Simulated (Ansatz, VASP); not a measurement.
# One calculation of CaF2, two programs

```
CELL_PARAMETERS angstrom
0.00000 2.72212 2.72212
2.72212 0.00000 2.72212
2.72212 2.72212 0.00000
ATOMIC_POSITIONS crystal
Ca 0.00000 0.00000 0.00000
F 0.25000 0.25000 0.25000
F 0.75000 0.75000 0.75000
```

Change from the starting cell: volume scaled by 0.99, crystal datasets.

Alike in both runs: task electric field gradients; functional LDA; k mesh 10 × 10 × 10; occupations fermi-dirac, width 0.03 eV; no spin polarisation.

```csv
,VASP,Ansatz
version,VASP 6.6.1,Ansatz 0.2.0
potentials or method,"VASP PAW LDA potentials, release 64 (Ca_sv, F), cutoff 520 eV","all-electron PAW with datasets made for the crystal, scalar-relativistic"
```

|  | VASP | Ansatz | Ansatz less VASP |
| --- | --- | --- | --- |
| gap on the k mesh at the Fermi level (eV) | 6.96 | 6.97 | +0.009 |
| pressure (GPa) | -5.3 | -5.7 | -0.41 |

LDA's correlation is that of Perdew and Zunger in VASP and of Perdew and Wang (1992) in Ansatz. Ansatz ran all-electron here, and VASP with PAW potentials.
